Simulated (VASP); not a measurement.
# WC (Fm-3m) in VASP: a series of runs

Runs on WC. Level: r2SCAN+D3(BJ). Tasks: single point.

Program: VASP 6.6.1. These are calculated values, not measurements. Logs are shortened: lines on timing, memory, paths and dates and some standing lists are left out, and cuts for length are marked.

### 1 The cell of the first run

The structure is cubic, space group Fm-3m (No. 225). Conventional cell: a = 4.385 Å, b = 4.385 Å, c = 4.385 Å, α = 90.00°, β = 90.00°, γ = 90.00°. W (site symmetry m-3m) has 6 C at 2.19 Å within 2.9 Å. Within 2.9 Å of C (site symmetry m-3m) lie 6 W at 2.19 Å.

### 2 Single point, r2SCAN+D3(BJ)

Input file POSCAR:

```
WC
1.0
    0.0000000000      2.1926840000      2.1926840000
    2.1926840000      0.0000000000      2.1926840000
    2.1926840000      2.1926840000      0.0000000000
W C
1 1
Direct
    0.0000000000      0.0000000000      0.0000000000
    0.5000000000      0.5000000000      0.5000000000
```

Input file INCAR.step1:

```
SYSTEM = WC
PREC = Accurate
ENCUT = 520
ISMEAR = 0
SIGMA = 0.5
LREAL = .False.
LASPH = .True.
NELM = 60
NBANDS = 16
GGA = PE
ALGO = Normal
EDIFF = 1E-4
LWAVE = .True.
LCHARG = .False.
```

Input file INCAR.step2:

```
SYSTEM = WC
PREC = Accurate
ENCUT = 520
EDIFF = 1E-6
ISMEAR = 0
SIGMA = 0.5
LREAL = .False.
LASPH = .True.
NELM = 60
ALGO = Normal
ISIF = 2
LWAVE = .False.
LCHARG = .True.
METAGGA = R2SCAN
LMIXTAU = .True.
IVDW = 12
VDW_S6 = 1.0
VDW_S8 = 0.78981345
VDW_A1 = 0.49484001
VDW_A2 = 5.73083694
LELF = .True.
LVHAR = .True.
NBANDS = 16
ISTART = 1
```

Input file KPOINTS:

```
Automatic mesh
0
Gamma
  11 11 11
  0 0 0
```

Potentials or basis: VASP PAW PBE potentials, release 64 (W_sv, C).

Started as:

```
> cat potpaw_PBE.64/W_sv/POTCAR potpaw_PBE.64/C/POTCAR > POTCAR
> cp INCAR.step1 INCAR
> mpirun -np 1 vasp_std > vasp.out
> cp INCAR.step2 INCAR
> mpirun -np 1 vasp_std > vasp.out
```

OUTCAR:

```text
SYSTEM = WC
   PREC = Accurate
   ENCUT = 520
   EDIFF = 1E-6
   ISMEAR = 0
   LREAL = .False.
   LASPH = .True.
   NELM = 60
   ISIF = 2
   METAGGA = R2SCAN
   IVDW = 12
   ISTART = 1
 IVDW          = 12

 ion  position               nearest neighbor table
   1  0.000  0.000  0.000-   2 2.19   2 2.19   2 2.19   2 2.19   2 2.19   2 2.19
   2  0.500  0.500  0.500-   1 2.19   1 2.19   1 2.19   1 2.19   1 2.19   1 2.19

  LATTYP: Found a face centered cubic cell.
 ALAT       =     4.3853680000

  Lattice vectors:

 A1 = (   0.0000000000,   2.1926840000,   2.1926840000)
 A2 = (   2.1926840000,   0.0000000000,   2.1926840000)
 A3 = (   2.1926840000,   2.1926840000,   0.0000000000)

Analysis of symmetry for initial positions (statically):
=====================================================================
 Subroutine PRICEL returns:
 Original cell was already a primitive cell.

 Routine SETGRP: Setting up the symmetry group for a
 face centered cubic supercell.

 Subroutine GETGRP returns: Found 48 space group operations
 (whereof 48 operations were pure point group operations)
 out of a pool of 48 trial point group operations.

The static configuration has the point symmetry O_h .

Analysis of symmetry for dynamics (positions and initial velocities):
=====================================================================
 Subroutine PRICEL returns:
 Original cell was already a primitive cell.

 Routine SETGRP: Setting up the symmetry group for a
 face centered cubic supercell.

 Subroutine GETGRP returns: Found 48 space group operations
 (whereof 48 operations were pure point group operations)
 out of a pool of 48 trial point group operations.

The dynamic configuration has the point symmetry O_h .

 Subroutine INISYM returns: Found 48 space group operations
 (whereof 48 operations are pure point group operations),
 and found     1 'primitive' translations

----------------------------------------------------------------------------------------

                                     Primitive cell

  volume of cell :      21.0842

  direct lattice vectors                    reciprocal lattice vectors
     0.000000000  2.192684000  2.192684000    -0.228031034  0.228031034  0.228031034
     2.192684000  0.000000000  2.192684000     0.228031034 -0.228031034  0.228031034
     2.192684000  2.192684000  0.000000000     0.228031034  0.228031034 -0.228031034

  length of vectors
     3.100923451  3.100923451  3.100923451     0.394961337  0.394961337  0.394961337

  position of ions in fractional coordinates (direct lattice)
     0.000000000  0.000000000  0.000000000
     0.500000000  0.500000000  0.500000000

  ion indices of the primitive-cell ions
   primitive index   ion index
                 1           1
                 2           2

----------------------------------------------------------------------------------------

 KPOINTS: Automatic mesh

Automatic generation of k-mesh.
 Grid dimensions read from file:
 generate k-points for:   11   11   11

 Generating k-lattice:

  Cartesian coordinates                     Fractional coordinates (reciprocal lattice)
    -0.020730094  0.020730094  0.020730094     0.090909091  0.000000000  0.000000000
     0.020730094 -0.020730094  0.020730094     0.000000000  0.090909091  0.000000000
     0.020730094  0.020730094 -0.020730094     0.000000000  0.000000000  0.090909091

  Length of vectors
     0.035905576  0.035905576  0.035905576

  Shift w.r.t. Gamma in fractional coordinates (k-lattice)
     0.000000000  0.000000000  0.000000000

 Subroutine IBZKPT returns following result:
 ===========================================

 Found     56 irreducible k-points:

 Following reciprocal coordinates:
            Coordinates               Weight
  0.000000  0.000000  0.000000      1.000000
  0.090909  0.000000  0.000000      8.000000
  0.181818  0.000000  0.000000      8.000000
  0.272727  0.000000  0.000000      8.000000
  0.363636  0.000000  0.000000      8.000000
  0.454545  0.000000  0.000000      8.000000
[... 16 lines left out ...]
 -0.272727  0.181818  0.000000     24.000000
 -0.181818  0.181818  0.000000     12.000000
 [... further k-points ...]
   k-points           NKPTS =     56   k-points in BZ     NKDIM =     56   number of bands    NBANDS=     16
   number of dos      NEDOS =    301   number of ions     NIONS =      2
   total plane-waves  NPLWV =  13824
   dimension x,y,z NGX =    24 NGY =   24 NGZ =   24
   dimension x,y,z NGXF=    48 NGYF=   48 NGZF=   48
   ions per type =               1   1
   NGX,Y,Z   is equivalent  to a cutoff of  12.87, 12.87, 12.87 a.u.
   NGXF,Y,Z  is equivalent  to a cutoff of  25.73, 25.73, 25.73 a.u.
 SYSTEM =  WC
   PREC   = accura    normal or accurate (medium, high low for compatibility)
   ISTART =      1    job   : 0-new  1-cont  2-samecut
   ICHARG =      0    charge: 1-file 2-atom 10-const
   ISPIN  =      1    spin polarized calculation?
   LNONCOLLINEAR =      F non collinear calculations
   LSORBIT =      F    spin-orbit coupling
   LASPH  =      T    aspherical Exc in radial PAW
   ENCUT  =  520.0 eV  38.22 Ry    6.18 a.u.   5.77  5.77  5.77*2*pi/ulx,y,z
   NELM   =     60;   NELMIN=  2; NELMDL=  0     # of ELM steps
   EDIFF  = 0.1E-05   stopping-criterion for ELM
   LREAL  =      F    real-space projection
   EDIFFG = 0.1E-04   stopping-criterion for IOM
   NSW    =      0    number of steps for IOM
   IBRION =     -1    ionic relax: 0-MD 1-quasi-New 2-CG
   NFREE  =      0    steps in history (QN), initial steepest desc. (CG)
   ISIF   =      2    stress and relaxation
   ISYM   =      2    0-nonsym 1-usesym 2-fastsym
   POTIM  = 0.5000    time-step for ionic-motion
   TEBEG  =    0.0;   TEEND  =   0.0 temperature during run
   PSTRESS=    0.0 pullay stress
   NELECT =      18.0000    total number of electrons
   NUPDOWN=      -1.0000    fix difference up-down
   EMIN   =  10.00;   EMAX   =-10.00  energy-range for DOS
   EFERMI =   0.00;   METHOD = LEGACY
   ISMEAR =     0;   SIGMA  =   0.50  broadening in eV -4-tet -1-fermi 0-gaus
   EFERMI_NEDOS =   21; number of points for ismear=-14 and -15
   IALGO  =     38    algorithm
   IMIX   =      4    mixing-type and parameters
     AMIX     =   0.40;   BMIX     =  1.00
     AMIX_MAG =   1.60;   BMIX_MAG =  1.00
  volume/ion in A,a.u.               =      10.54        71.14
  Fermi-wavevector in a.u.,A,eV,Ry     =   1.553029  2.934800 32.815887  2.411900
  Thomas-Fermi vector in A             =   2.657319
   LORBIT       =      0    0 simple, 1 ext, 2 COOP (PROOUT), +10 PAW based schemes
   METAGGA = R2SCAN    functional components
   LHFCALC =     F    Hartree Fock is set to
   AEXX    =    0.0000 exact exchange contribution
   IVDW    =    12    specifies the selected vdW correction
   LEPSILON=     F    determine dielectric tensor
   LRPA    =     F    only Hartree local field effects (RPA)
 non-spin polarized calculation
 Gauss-broadening in eV      SIGMA  =   0.50
  energy-cutoff  :      520.00
  volume of cell :       21.08
 maximum number of plane-waves:       578
   NGX = 11   NGY = 11   NGZ = 11

 number of electron      18.0000001 magnetization

 Free energy of the ion-electron system (eV)
  ---------------------------------------------------
  ext. energy  EPLUGINS =         0.00000000
  ---------------------------------------------------
  free energy    TOTEN  =       -60.68124594 eV

  energy without entropy =      -60.55363242  energy(sigma->0) =      -60.61743918

 E-fermi :  12.3978     XC(G=0): -14.8490

 val. band max:       12.3898571859   @ k =  -0.2727   0.0909   0.0000
 cond. band min:      12.4001280471   @ k =  -0.2727   0.4545   0.1818
 fundamental gap:      0.0102708612
 Fermi energy:        12.3978046226

 k-point     1 :       0.0000    0.0000    0.0000
  band No.  band energies     occupation
      1     -65.0461      2.00000
      2     -28.3827      2.00000
      3     -28.3827      2.00000
      4     -28.3827      2.00000
      5      -4.3037      2.00000
      6       9.5682      2.00000
[... 8 lines left out ...]
     15      22.9963      0.00000
     16      36.2351      0.00000

 k-point     2 :       0.0909    0.0000    0.0000
  band No.  band energies     occupation
      1     -65.0428      2.00000
      2     -28.4344      2.00000
      3     -28.3881      2.00000
      4     -28.3881      2.00000
      5      -4.0655      2.00000
      6       8.7283      2.00000
[... 8 lines left out ...]
     15      23.5326      0.00000
     16      34.1181      0.00000

 k-point     3 :       0.1818    0.0000    0.0000
  band No.  band energies     occupation
      1     -65.0339      2.00000
      2     -28.5710      2.00000
      3     -28.4025      2.00000
      4     -28.4025      2.00000
      5      -3.3850      2.00000
      6       7.1580      2.00000
[... 8 lines left out ...]
     15      24.7683      0.00000
     16      31.3785      0.00000

 k-point     4 :       0.2727    0.0000    0.0000
  band No.  band energies     occupation
      1     -65.0224      2.00000
      2     -28.7456      2.00000
      3     -28.4214      2.00000
      4     -28.4214      2.00000
      5      -2.3568      2.00000
      6       5.4681      2.00000
[... 8 lines left out ...]
     15      25.5589      0.00000
     16      29.4028      0.00000
[... 324 lines left out ...]
 k-point    22 :      -0.3636    0.1818    0.0000
  band No.  band energies     occupation
      1     -65.0014      2.00000
      2     -28.9108      2.00000
      3     -28.5877      2.00000
      4     -28.4649      2.00000
      5      -0.4519      2.00000
      6       3.2739      2.00000
[... 8 lines left out ...]
     15      25.4127      0.00000
     16      26.3913      0.00000

 k-point    23 :      -0.2727    0.1818    0.0000
  band No.  band energies     occupation
      1     -65.0086      2.00000
      2     -28.8279      2.00000
      3     -28.5731      2.00000
      4     -28.4366      2.00000
      5      -1.1968      2.00000
      6       4.0429      2.00000
[... 8 lines left out ...]
     15      25.6774      0.00000
     16      26.4368      0.00000

 k-point    24 :      -0.1818    0.1818    0.0000
  band No.  band energies     occupation
      1     -65.0184      2.00000
      2     -28.7259      2.00000
      3     -28.5226      2.00000
      4     -28.4122      2.00000
      5      -2.1214      2.00000
      6       5.1678      2.00000
[... 8 lines left out ...]
     15      25.8826      0.00000
     16      26.8503      0.00000

 [... further k-points ...]

------------------------ aborting loop because EDIFF is reached ----------------------------------------

 Edisp (eV)   -0.42932

 E8    (eV) :    -0.1575

  FORCE on cell =-STRESS in cart. coord.  units (eV):
  Direction    XX          YY          ZZ          XY          YZ          ZX
  --------------------------------------------------------------------------------------
  -------------------------------------------------------------------------------------
  Total      -0.81629    -0.81629    -0.81629     0.00000    -0.00000     0.00000
  in kB     -62.02909   -62.02909   -62.02909     0.00000    -0.00000     0.00000
  external pressure =      -62.03 kB  Pullay stress =        0.00 kB

 VOLUME and BASIS-vectors are now :
 -----------------------------------------------------------------------------
  energy-cutoff  :      520.00
  volume of cell :       21.08
      direct lattice vectors                 reciprocal lattice vectors
     0.000000000  2.192684000  2.192684000    -0.228031034  0.228031034  0.228031034
     2.192684000  0.000000000  2.192684000     0.228031034 -0.228031034  0.228031034
     2.192684000  2.192684000  0.000000000     0.228031034  0.228031034 -0.228031034

 POSITION                                       TOTAL-FORCE (eV/Angst)
 -----------------------------------------------------------------------------------
      0.00000      0.00000      0.00000         0.000000      0.000000      0.000000
      2.19268      2.19268      2.19268        -0.000000     -0.000000     -0.000000
 -----------------------------------------------------------------------------------
    total drift:                                0.000000     -0.000000     -0.000000

  FREE ENERGIE OF THE ION-ELECTRON SYSTEM (eV)
  ---------------------------------------------------
  free  energy   TOTEN  =       -61.1105693096 eV

  energy  without entropy=      -60.9829557891  energy(sigma->0) =      -61.04676255
```

Run time: 84 s. Hardware: 1 thread of AMD EPYC 7R13 (Zen 3), shared host; peak memory 0.13 GiB.

What came out:

```yaml
Free_energy: -61.1106 eV
Pressure: -6.2 GPa
Band_gap_on_the_k_mesh: zero (band 9 reaches 13.39 eV, above the bottom of band 10 at 10.18 eV)
Dispersion_energy_per_atom: -0.215 eV
```

Caveat: the PAW data sets were made with another functional, which shifts forces and pressure a little; spin-orbit coupling is left out, which moves the levels of the heavy elements; pairwise dispersion overbinds metals, which lowers pressure and volume.

### 3 Single point, r2SCAN+D3(BJ)

POSCAR is that of step 2.

Input file INCAR.step1:

```
SYSTEM = WC
PREC = Accurate
ENCUT = 520
ISMEAR = 0
SIGMA = 0.3
LREAL = .FALSE.
LASPH = .TRUE.
NELM = 80
NBANDS = 16
GGA = PE
ALGO = Normal
EDIFF = 1E-4
LWAVE = .TRUE.
LCHARG = .FALSE.
```

Input file INCAR.step2:

```
SYSTEM = WC
PREC = Accurate
ENCUT = 520
EDIFF = 1E-6
ISMEAR = 0
SIGMA = 0.3
LREAL = .FALSE.
LASPH = .TRUE.
NELM = 80
ALGO = Normal
ISIF = 2
LWAVE = .FALSE.
LCHARG = .FALSE.
METAGGA = R2SCAN
LMIXTAU = .TRUE.
IVDW = 12
VDW_S6 = 1.0
VDW_S8 = 0.78981345
VDW_A1 = 0.49484001
VDW_A2 = 5.73083694
NBANDS = 16
ISTART = 1
```

Input file KPOINTS:

```
Automatic mesh
0
G
  11 11 11
  0 0 0
```

Potentials or basis: VASP PAW PBE potentials, release 64 (W_sv, C).

Started as:

```
> cat potpaw_PBE.64/W_sv/POTCAR potpaw_PBE.64/C/POTCAR > POTCAR
> cp INCAR.step1 INCAR
> mpirun -np 1 vasp_std > vasp.out
> cp INCAR.step2 INCAR
> mpirun -np 1 vasp_std > vasp.out
```

Wall time 82 s (1 thread of AMD EPYC 7R13 (Zen 3), shared host); peak memory 0.14 GiB.

Results (log left out):

* Free energy: -61.0676 eV
* Pressure: -6.6 GPa
* Band gap on the k mesh: zero (band 9 reaches 13.38 eV, above the bottom of band 10 at 10.18 eV)
* Dispersion energy per atom: -0.215 eV

Levels at points of the mesh, in eV from the Fermi level:
```
           k point  band 5  band 6  band 7  band 8  band 9  band 10  band 11  band 12  band 13  band 14
(0.00, 0.00, 0.00)  -16.72   -2.85   -2.85   -2.85   -1.17    -1.17    -1.17    -1.03    -1.03     7.02
```

Caveat: the PAW data sets were made with another functional, which shifts forces and pressure a little; spin-orbit coupling is left out, which moves the levels of the heavy elements; pairwise dispersion overbinds metals, which lowers pressure and volume.

(Continued in part 2 of 2.)
